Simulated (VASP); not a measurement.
# Co (Im-3m) in VASP: notebook, part 2 of 2

VASP 6.6.1. Earlier steps stand in the parts before.

## Step 3: Single point, LDA, collinear spin, ferromagnetic start (10.21 Å³/atom)

This run uses another cell than the first one, of 10.21 Å³/atom.

INCAR

```
SYSTEM = Co
ALGO     = Normal         ! electronic algorithm
EDIFF    = 1E-7           ! SCF threshold, eV
ENCUT    = 520            ! plane-wave cutoff, eV
GGA      = CA             ! functional
ISIF     = 2              ! what is computed and relaxed
ISMEAR   = -1             ! smearing method
ISPIN    = 2              ! spin polarisation
LASPH    = .True.         ! aspherical terms in the spheres
LCHARG   = .False.        ! write CHGCAR
LMAXMIX  = 4              ! l up to which the mixer works
LORBIT   = 11             ! projections on sites
LREAL    = .False.        ! projectors in reciprocal space
LWAVE    = .False.        ! write WAVECAR
MAGMOM   = 1.683          ! initial moments
NBANDS   = 14             ! bands
NELM     = 150            ! most SCF steps
PREC     = Accurate       ! precision mode
SIGMA    = 0.05           ! smearing width, eV
```

KPOINTS

```
k-points
0
Gamma
  18 18 18
  0 0 0
```

POSCAR

```
Co
1.0
   -1.3665268818      1.3665268818      1.3665268818
    1.3665268818     -1.3665268818      1.3665268818
    1.3665268818      1.3665268818     -1.3665268818
Co
1
Direct
    0.0000000000      0.0000000000      0.0000000000
```

Potentials or basis: VASP PAW LDA potentials, release 64 (Co).

Command:

```sh
cat potpaw_LDA.64/Co/POTCAR > POTCAR
mpirun -np 1 vasp_std > vasp.out
```

It took 34 s on 1 thread of Intel Xeon Platinum 8488C (Sapphire Rapids), shared host; peak memory 0.15 GiB.

The run converged. Its results:

| Quantity | Value |
| --- | --- |
| Free energy | -7.9860 eV |
| Pressure | -1.0 GPa |
| Net moment | 1.63 μB per cell |
| Site moments | Co +1.62 μB |
| Valence electrons inside the program's atomic spheres | Co 8.40 |

Levels at points of the mesh, in eV from the Fermi level:
Spin up:
```csv
k point,band 1,band 2,band 3,band 4,band 5,band 6,band 7,band 8,band 9,band 10
"(0.00, 0.00, 0.00)",-9.57,-2.96,-2.96,-2.96,-1.57,-1.57,26.04,26.04,26.04,31.85
"(0.50, 0.00, 0.00)",-5.69,-4.09,-1.54,-1.37,-0.18,-0.04,7.21,19.02,20.90,24.57
"(0.50, 0.50, 0.50)",-5.52,-5.52,-0.46,-0.46,-0.46,9.98,9.98,9.98,16.16,16.16
```
Spin down:
| k point | band 1 | band 2 | band 3 | band 4 | band 5 | band 6 | band 7 | band 8 |
| --- | --- | --- | --- | --- | --- | --- | --- | --- |
| (0.00, 0.00, 0.00) | -9.34 | -1.57 | -1.57 | -1.57 | 0.22 | 0.22 | 26.13 | 26.13 |
| (0.50, 0.00, 0.00) | -4.73 | -2.82 | 0.15 | 0.18 | 0.45 | 1.44 | 8.20 | 19.21 |
| (0.50, 0.50, 0.50) | -4.29 | -4.29 | 1.14 | 1.14 | 1.14 | 10.28 | 10.28 | 10.28 |

## Step 4: Single point, LDA, collinear spin, ferromagnetic start (10.62 Å³/atom)

This run uses another cell than the first one, of 10.62 Å³/atom.

INCAR

```
SYSTEM = Co
PREC = Accurate
ENCUT = 520
EDIFF = 1E-6
ISMEAR = -1
SIGMA = 0.05
LREAL = .FALSE.
LASPH = .TRUE.
NELM = 150
ALGO = Normal
ISIF = 2
LWAVE = .FALSE.
LCHARG = .TRUE.
ISPIN = 2
MAGMOM = 1.683
LORBIT = 11
LMAXMIX = 4
GGA = CA
LELF = .TRUE.
LVHAR = .TRUE.
NBANDS = 14
```

KPOINTS

```
regular mesh
0
G
  18 18 18
  0 0 0
```

POSCAR

```
Co
1.0
   -1.3845095608      1.3845095608      1.3845095608
    1.3845095608     -1.3845095608      1.3845095608
    1.3845095608      1.3845095608     -1.3845095608
Co
1
Direct
    0.0000000000      0.0000000000      0.0000000000
```

Potentials or basis: VASP PAW LDA potentials, release 64 (Co).

Command:

```sh
cat potpaw_LDA.64/Co/POTCAR > POTCAR
mpirun -np 1 vasp_std > vasp.out
```

OUTCAR:

```text
SYSTEM = Co
   PREC = Accurate
   ENCUT = 520
   EDIFF = 1E-6
   ISMEAR = -1
   LREAL = .FALSE.
   LASPH = .TRUE.
   NELM = 150
   ISIF = 2
   ISPIN = 2
   LORBIT = 11
   GGA = CA

 ion  position               nearest neighbor table
   1  0.000  0.000  0.000-

  LATTYP: Found a body centered cubic cell.
 ALAT       =     2.7690191216

  Lattice vectors:

 A1 = (  -1.3845095608,   1.3845095608,   1.3845095608)
 A2 = (   1.3845095608,  -1.3845095608,   1.3845095608)
[... 1024 lines left out ...]
  -------------------------------------------------------------------------------------
  Total       -0.6823528     -0.6823528     -0.6823528      0.0000000      0.0000000     -0.0000000
  in kB     -102.9844542   -102.9844542   -102.9844542      0.0000000      0.0000000     -0.0000000
  external PRESSURE =    -102.9844542 kB  Pullay stress =       0.0000000 kB

 VOLUME and BASIS-vectors are now :
 -----------------------------------------------------------------------------
  energy-cutoff  :      520.00
  volume of cell :       10.62
      direct lattice vectors                 reciprocal lattice vectors
    -1.384509561  1.384509561  1.384509561     0.000000000  0.361138712  0.361138712
     1.384509561 -1.384509561  1.384509561     0.361138712  0.000000000  0.361138712
     1.384509561  1.384509561 -1.384509561     0.361138712  0.361138712  0.000000000

 POSITION                                       TOTAL-FORCE (eV/Angst)
 -----------------------------------------------------------------------------------
      0.00000      0.00000      0.00000         0.000000      0.000000      0.000000
 -----------------------------------------------------------------------------------
    total drift:                                0.000000      0.000000      0.000000

  FREE ENERGIE OF THE ION-ELECTRON SYSTEM (eV)
  ---------------------------------------------------
  free  energy   TOTEN  =        -7.9710890496 eV

  energy  without entropy=       -7.9576525164  energy(sigma->0) =       -7.96437078

 total charge

# of ion       s       p       d       tot
------------------------------------------
    1        0.497   0.541   7.284   8.322

 magnetization (x)

# of ion       s       p       d       tot
------------------------------------------
    1       -0.004  -0.032   1.683   1.646
```

It took 39 s on 1 thread of Intel Xeon Platinum 8488C (Sapphire Rapids), shared host; peak memory 0.16 GiB.

What came out:

| Property | Result |
| --- | --- |
| Free energy | -7.9711 eV |
| Pressure | -10.3 GPa |
| Net moment | 1.65 μB per cell |
| Site moments | Co +1.65 μB |
| Valence electrons inside the program's atomic spheres | Co 8.32 |

Caveat: the cell stands under tension.

## Step 5: Single point, LDA, collinear spin, ferromagnetic start (11.02 Å³/atom)

This run uses another cell than the first one, of 11.02 Å³/atom.

INCAR is that of step 4.

KPOINTS is that of step 4.

POSCAR

```
Co
1.0
   -1.4020368590      1.4020368590      1.4020368590
    1.4020368590     -1.4020368590      1.4020368590
    1.4020368590      1.4020368590     -1.4020368590
Co
1
Direct
    0.0000000000      0.0000000000      0.0000000000
```

Command:

```sh
cat potpaw_LDA.64/Co/POTCAR > POTCAR
mpirun -np 1 vasp_std > vasp.out
```

Run time: 35 s. Hardware: 1 thread of Intel Xeon Platinum 8488C (Sapphire Rapids), shared host; peak memory 0.15 GiB.

The run converged. Its results:

* Free energy: -7.9352 eV
* Pressure: -17.6 GPa
* Net moment: 1.67 μB per cell
* Site moments: Co +1.67 μB
* Valence electrons inside the program's atomic spheres: Co 8.25

Levels at points of the mesh, in eV from the Fermi level:
Spin up:
```csv
k point,band 1,band 2,band 3,band 4,band 5,band 6,band 7,band 8,band 9,band 10
"(0.00, 0.00, 0.00)",-9.11,-2.83,-2.83,-2.83,-1.61,-1.61,25.27,25.27,25.27,30.50
"(0.50, 0.00, 0.00)",-5.29,-3.83,-1.59,-1.44,-0.36,-0.01,6.50,18.33,19.66,23.35
"(0.50, 0.50, 0.50)",-5.10,-5.10,-0.60,-0.60,-0.60,9.43,9.43,9.43,15.31,15.31
```
Spin down:
| k point | band 1 | band 2 | band 3 | band 4 | band 5 | band 6 | band 7 | band 8 | band 9 |
| --- | --- | --- | --- | --- | --- | --- | --- | --- | --- |
| (0.00, 0.00, 0.00) | -8.89 | -1.40 | -1.40 | -1.40 | 0.21 | 0.21 | 25.33 | 25.33 | 25.33 |
| (0.50, 0.00, 0.00) | -4.31 | -2.53 | 0.14 | 0.19 | 0.42 | 1.29 | 7.47 | 18.51 | 20.07 |
| (0.50, 0.50, 0.50) | -3.82 | -3.82 | 1.02 | 1.02 | 1.02 | 9.71 | 9.71 | 9.71 | 16.13 |

Caveat: the cell stands under tension.

## Step 6: Single point, LDA, collinear spin, ferromagnetic start (11.43 Å³/atom)

This run uses another cell than the first one, of 11.43 Å³/atom.

INCAR

```
ALGO     = Normal         # electronic algorithm
EDIFF    = 1E-6           # SCF threshold, eV
ENCUT    = 520            # plane-wave cutoff, eV
GGA      = CA             # functional
ISIF     = 2              # what is computed and relaxed
ISMEAR   = -1             # smearing method
ISPIN    = 2              # spin polarisation
LASPH    = True           # aspherical terms in the spheres
LCHARG   = True           # write CHGCAR
LELF     = True           # ELF
LMAXMIX  = 4              # l up to which the mixer works
LORBIT   = 11             # projections on sites
LREAL    = False          # projectors in reciprocal space
LVHAR    = True         
LWAVE    = False          # write WAVECAR
MAGMOM   = 1.683          # initial moments
NBANDS   = 14             # bands
NELM     = 150            # most SCF steps
PREC     = Accurate       # precision mode
SIGMA    = 0.05           # smearing width, eV
```

KPOINTS

```
k-points
0
Gamma
  18 18 18
```

POSCAR

```
Co
1.0
   -1.4191365547      1.4191365547      1.4191365547
    1.4191365547     -1.4191365547      1.4191365547
    1.4191365547      1.4191365547     -1.4191365547
Co
1
Direct
    0.0000000000      0.0000000000      0.0000000000
```

Potentials or basis: VASP PAW LDA potentials, release 64 (Co).

Command:

```sh
cat potpaw_LDA.64/Co/POTCAR > POTCAR
mpirun -np 1 vasp_std > vasp.out
```

Run time: 33 s. Hardware: 1 thread of Intel Xeon Platinum 8488C (Sapphire Rapids), shared host; peak memory 0.15 GiB.

Results (log left out):

| Property | Result |
| --- | --- |
| Free energy | -7.8827 eV |
| Pressure | -23.3 GPa |
| Net moment | 1.69 μB per cell |
| Site moments | Co +1.69 μB |
| Valence electrons inside the program's atomic spheres | Co 8.18 |

Levels at points of the mesh, in eV from the Fermi level:
Spin up:
```csv
k point,band 3,band 4,band 5,band 6,band 7,band 8
"(0.00, 0.00, 0.00)",-2.77,-2.77,-1.63,-1.63,24.91,24.91
"(0.50, 0.00, 0.00)",-1.61,-1.47,-0.43,0.00,6.18,18.01
"(0.50, 0.50, 0.50)",-0.67,-0.67,-0.67,9.18,9.18,9.18
```
Spin down:
```tsv
k point	band 1	band 2	band 3	band 4	band 5	band 6	band 7	band 8
(0.00, 0.00, 0.00)	-8.68	-1.33	-1.33	-1.33	0.21	0.21	24.96	24.96
(0.50, 0.00, 0.00)	-4.13	-2.40	0.14	0.19	0.40	1.22	7.15	18.18
(0.50, 0.50, 0.50)	-3.61	-3.61	0.97	0.97	0.97	9.45	9.45	9.45
```

Caveat: the cell stands under tension.

## Step 7: The runs side by side

```tsv
cell	gap on the mesh (eV)	pressure (GPa)	moment (μB)
a = 2.335 Å, angles 109.5°, 1 atom	none	10.6	1.61
a = 2.367 Å, angles 109.5°, 1 atom	none	-1.0	1.63
a = 2.398 Å, angles 109.5°, 1 atom	none	-10.3	1.65
a = 2.428 Å, angles 109.5°, 1 atom	none	-17.6	1.67
a = 2.458 Å, angles 109.5°, 1 atom	none	-23.3	1.69
```

Alike in all rows: task single point; level LDA; potentials or basis VASP PAW LDA potentials, release 64 (Co); spin collinear, ferromagnetic start; k mesh 18 × 18 × 18; cutoff (eV) 520; smearing fermi-dirac 0.05 eV.

Caveats: the cell stands under tension (at least some runs); the cell stands under pressure (at least some runs).

Total energies depend on the potentials used, so only differences within one code and one set of settings carry meaning.
